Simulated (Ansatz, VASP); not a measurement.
# Mo4C: VASP beside Ansatz

```
Mo C
1.0
     3.11118    0.00000    0.00000
     0.00000    3.11118    0.00000
     0.00000    0.00000   21.50982
Mo C
4 1
Cartesian
  1.5556 1.5556 4.0000
  0.0000 0.0000 5.5556
  1.5556 1.5556 7.1521
  0.0000 0.0000 8.5098
  0.0000 0.0000 11.3598
```

Alike in both runs: task single point; functional LDA; k mesh 9 × 9 × 1; occupations gaussian, width 0.1 eV; no spin polarisation.

|  | VASP | Ansatz |
| --- | --- | --- |
| version | VASP 6.6.1 | Ansatz 0.2.0 |
| potentials or method | VASP PAW LDA potentials, release 64 (Mo_sv, C), cutoff 520 eV | scalar-relativistic, plane waves, PAW |
| valence electrons in the cell | 60 | 60 |

```tsv
	VASP	Ansatz	Ansatz less VASP
gap on the k mesh at the Fermi level (eV)	none	none	-
rms of the force components (eV/Å)	1.135	1.127	-0.0079
```

LDA's correlation is that of Perdew and Zunger in VASP and of Perdew and Wang (1992) in Ansatz. Atom by atom the forces differ by 0.029 eV/Å (rms over components). A gap of «none» marks a metal or a gap that the smearing closes.
